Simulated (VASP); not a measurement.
Crystal: PbSe (Clausthalite).

```
Pb Se
1.0
     0.00000    3.12068    3.12068
     3.12068    0.00000    3.12068
     3.12068    3.12068    0.00000
Pb Se
1 1
Direct
  0.00000 0.00000 0.00000
  0.50000 0.50000 0.50000
```

Base run:

* Program: VASP 6.6.1
* Functional: RPBE
* Dispersion: D4
* Potentials or basis: VASP PAW PBE potentials, release 64 (Pb_d, Se)
* Cutoff: 520 eV
* k mesh: 8 × 8 × 8
* Occupations: fermi-dirac, width 0.05 eV
* Spin: no spin polarisation

Its results: band gap on the k mesh 0.56 eV, direct; pressure 0.1 GPa.

The run is repeated on the same cell with these changes: functional from RPBE to BLYP. What comes out?

Band gap on the k mesh 0.56 eV, direct; pressure 1.6 GPa.

Caveats: the PAW data sets were made with another functional, which shifts forces and pressure a little; spin-orbit coupling is left out, which moves the levels of the heavy elements.

A k mesh can miss the band edges.
